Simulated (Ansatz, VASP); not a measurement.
# ZrSe2 in VASP and in Ansatz

File INCAR:

```
PREC = Accurate
ENCUT = 500
EDIFF = 1E-6
ISMEAR = 0
SIGMA = 0.05
LREAL = False
LASPH = True
NELM = 120
ALGO = Normal
ISIF = 2
LWAVE = False
LCHARG = False
GGA = PE
NBANDS = 19
GGA_COMPAT = False
```

The input KPOINTS:

```
regular mesh
0
Gamma
  12 12 6
```

Contents of POSCAR:

```
ZrSe2
1.0
    3.8598674470      0.0000000000      0.0000000000
   -1.9299337235      3.3427432642      0.0000000000
    0.0000000000      0.0000000000      5.9213476800
Zr Se
1 2
Direct
    0.0000000000      0.0000000000      0.0000000000
    0.3333333333      0.6666666667      0.2697794714
    0.6666666667      0.3333333333      0.7302205286
```

Input for Ansatz:

```yaml
crystal:
  lattice:
    - [3.859867447, 0.0, 0.0]
    - [-1.9299337235, 3.3427432642, 0.0]
    - [0.0, 0.0, 5.92134768]
  atoms:
    - { symbol: Zr, position: [0.0, 0.0, 0.0] }
    - { symbol: Se, position: [0.3333333333, 0.6666666667, 0.2697794714] }
    - { symbol: Se, position: [0.6666666667, 0.3333333333, 0.7302205286] }
basis:
  ecutwfc: 420
kpoints:
  mp_grid: { grid: [12, 12, 6] }
hamiltonian:
  xc: pbe
scf:
  occupations: { method: gaussian, width: 0.05 }
output:
  forces: true
  stress: true
  eigenvalues: true
```

Alike in both runs: task single point; functional PBE; k mesh 12 × 12 × 6; occupations gaussian, width 0.05 eV; no spin polarisation.

```csv
,VASP,Ansatz
version,VASP 6.6.1,Ansatz 0.2.0
potentials or method,"VASP PAW PBE potentials, release 64 (Zr_sv, Se), cutoff 500 eV","scalar-relativistic, plane waves, PAW"
valence electrons in the cell,24,44
```

```tsv
	VASP	Ansatz	Ansatz less VASP
gap on the k mesh at the Fermi level (eV)	none	none	-
pressure (GPa)	-2.1	-2.2	-0.08
traceless stress, the component that is largest in VASP (GPa)	2.04	2.03	-0.004
rms of the force components (eV/Å)	0.269	0.276	+0.0066
```

Atom by atom the forces differ by 0.007 eV/Å (rms over components). A gap of «none» marks a metal or a gap that the smearing closes. VASP's potentials hold 24 valence electrons a cell and Ansatz's 44, so a difference there can come from the potentials and not from the codes.
